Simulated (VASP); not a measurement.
## GaN: phonons with r2SCAN

Crystal: GaN.

```
Ga N
1.0
     3.18310    0.00000    0.00000
    -1.59155    2.75665    0.00000
     0.00000    0.00000    5.18358
Ga N
2 2
Direct
  0.33333 0.66667 0.99911
  0.66667 0.33333 0.49911
  0.33333 0.66667 0.37589
  0.66667 0.33333 0.87589
```

| Property | Result |
| --- | --- |
| Program | VASP 6.6.1 |
| Task | phonons |
| Functional | r2SCAN |
| Potentials or basis | VASP PAW PBE potentials, release 64 (Ga_d, N) |
| Cutoff | 520 eV |
| k mesh | 8 × 8 × 4 |
| Occupations | gaussian, width 0.01 eV |
| Spin | no spin polarisation |
| Dipole correction | no |
| Further INCAR settings | ALGO = Normal; EDIFF = 1e-08; IBRION = 6; POTIM = 0.015; NSW = 1 |

The highest phonon frequency at Γ, LO-TO splitting left out is 700 cm⁻¹.

Phonon frequencies in cm⁻¹ (negative: imaginary):
```
              q point                                   frequencies
(0.000, 0.000, 0.000)  -7 -1 -1 139 139 328 535 559 559 569 569 700
```

It took 26 min on 1 thread of AMD EPYC 9R45 96-Core Processor (Zen 5) (shared host), peak memory 0.29 GiB.

Caveat: the cell stands under pressure or tension, which shifts response properties.
